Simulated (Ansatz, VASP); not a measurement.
# Al5InAs6: VASP beside Ansatz

```xyz
12
Lattice="4.0915 0.0000 0.0000 -2.0457 3.5433 0.0000 0.0000 0.0000 20.2185" Properties=species:S:1:pos:R:3 pbc="T T T"
Al    2.0457    1.1811    3.3728
Al    2.0457    1.1811    9.9751
Al    2.0457    1.1811   16.9811
Al    0.0000    2.3622    0.0688
Al    0.0000    2.3622    6.6773
In    0.0000    2.3622   13.5109
As    2.0457    1.1811    5.8632
As    2.0457    1.1811   12.4484
As    2.0457    1.1811   19.4734
As    0.0000    2.3622    2.5592
As    0.0000    2.3622    9.1679
As    0.0000    2.3622   16.1785
```

Alike in both runs: task single point; functional PBE; k mesh 6 × 6 × 1; occupations gaussian, width 0.1 eV; no spin polarisation.

|  | VASP | Ansatz |
| --- | --- | --- |
| version | VASP 6.6.1 | Ansatz 0.2.0 |
| potentials or method | VASP PAW PBE potentials, release 64 (Al, In_d, As), cutoff 520 eV | scalar-relativistic, plane waves, PAW |
| valence electrons in the cell | 58 | 118 |

```csv
,VASP,Ansatz,Ansatz less VASP
gap on the k mesh at the Fermi level (eV),0.92,0.92,-0.001
least direct gap on the mesh (eV),0.92,0.92,-0.001
pressure (GPa),0.1,0.0,-0.13
```

With one functional, cell and mesh, what is left measures potentials, basis and numerics. VASP's potentials hold 58 valence electrons a cell and Ansatz's 118, so a difference there can come from the potentials and not from the codes.
